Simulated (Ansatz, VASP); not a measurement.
## One calculation of GaSe2, two programs

```
Ga Se
1.0
     0.00000    4.15473    4.15473
     4.15473    0.00000    4.15473
     4.15473    4.15473    0.00000
Ga Se
2 4
Direct
  0.50000 0.50000 0.50000
  0.75000 0.75000 0.75000
  0.12500 0.12500 0.12500
  0.62500 0.12500 0.12500
  0.12500 0.62500 0.12500
  0.12500 0.12500 0.62500
```

Change from the starting cell: species swapped into the LaPt2 type (Fd-3m, No. 227).

Alike in both runs: functional PBE; k mesh 8 × 8 × 8; occupations gaussian, width 0.1 eV; no spin polarisation.

Ansatz relaxed the structure, and its values are those at the end. VASP's run is a single point on that final structure, the one shown.

```csv
,VASP,Ansatz
version,VASP 6.6.1,Ansatz 0.2.0
potentials or method,"VASP PAW PBE potentials, release 64 (Ga_d, Se), cutoff 520 eV","scalar-relativistic, plane waves, PAW"
valence electrons in the cell,50,90
```

```tsv
	VASP	Ansatz	Ansatz less VASP
gap on the k mesh at the Fermi level (eV)	none	none	-
pressure (GPa)	0.0	0.0	-0.02
```

A gap of «none» marks a metal or a gap that the smearing closes. VASP's potentials hold 50 valence electrons a cell and Ansatz's 90, so a difference there can come from the potentials and not from the codes.
